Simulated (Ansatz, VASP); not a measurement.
## Two plane-wave programs on MoS2

INCAR

```
PREC = Accurate
ENCUT = 520
EDIFF = 1E-6
ISMEAR = -1
SIGMA = 0.02
LREAL = F
LASPH = T
NELM = 60
ALGO = Normal
ISIF = 2
LWAVE = F
LCHARG = F
GGA = PE
NBANDS = 35
```

The input KPOINTS:

```
regular mesh
0
Gamma
  12 12 2
```

POSCAR

```
MoS2
1.0
    3.1730196207      0.0000000000      0.0000000000
   -1.5865098103      2.7479155982      0.0000000000
    0.0000000000      0.0000000000     12.4359100517
Mo S
2 4
Direct
    0.6666666667      0.3333333333      0.2500000000
    0.3333333333      0.6666666667      0.7500000000
    0.3333333333      0.6666666667      0.3750994232
    0.6666666667      0.3333333333      0.8750994232
    0.3333333333      0.6666666667      0.1249005768
    0.6666666667      0.3333333333      0.6249005768
```

Input for Ansatz:

```yaml
crystal:
  lattice:
    - [3.1730196207, 0.0, 0.0]
    - [-1.5865098103, 2.7479155982, 0.0]
    - [0.0, 0.0, 12.4359100517]
  atoms:
    - { symbol: Mo, position: [0.6666666667, 0.3333333333, 0.25] }
    - { symbol: Mo, position: [0.3333333333, 0.6666666667, 0.75] }
    - { symbol: S, position: [0.3333333333, 0.6666666667, 0.3750994232] }
    - { symbol: S, position: [0.6666666667, 0.3333333333, 0.8750994232] }
    - { symbol: S, position: [0.3333333333, 0.6666666667, 0.1249005768] }
    - { symbol: S, position: [0.6666666667, 0.3333333333, 0.6249005768] }
kpoints:
  mp_grid: { grid: [12, 12, 2] }
  band_path:
    path:
      - [0.0, 0.0, 0.0]
      - [0.5, 0.0, 0.0]
      - [0.3333333333, 0.3333333333, 0.0]
      - [0.0, 0.0, 0.5]
      - [0.5, 0.0, 0.5]
      - [0.3333333333, 0.3333333333, 0.5]
      - [0.177083, 0.177083, 0.0]
    npoints: 1
hamiltonian:
  xc: pbe
scf:
  occupations: { method: fermi_dirac, width: 0.02 }
  n_extra_bands: 5
output:
  forces: true
  stress: true
  eigenvalues: true
```

Alike in both runs: task single point; functional PBE; k mesh 12 × 12 × 2; occupations fermi-dirac, width 0.02 eV; no spin polarisation.

|  | VASP | Ansatz |
| --- | --- | --- |
| version | VASP 6.6.1 | Ansatz 0.2.0 |
| potentials or method | VASP PAW PBE potentials, release 64 (Mo_sv, S) | plane waves, PAW |
| plane-wave cutoff (eV) | 520 | 420 |
| valence electrons in the cell | 52 | 52 |

|  | VASP | Ansatz | Ansatz less VASP |
| --- | --- | --- | --- |
| gap on the k mesh at the Fermi level (eV) | 0.95 | 0.94 | -0.014 |
| pressure (GPa) | 2.3 | 2.4 | +0.14 |
| traceless stress, the component that is largest in VASP (GPa) | 0.89 | 0.93 | +0.038 |
| rms of the force components (eV/Å) | 0.046 | 0.052 | +0.0061 |

Atom by atom the forces differ by 0.006 eV/Å (rms over components). With one functional, cell and mesh, what is left measures potentials, basis and numerics.
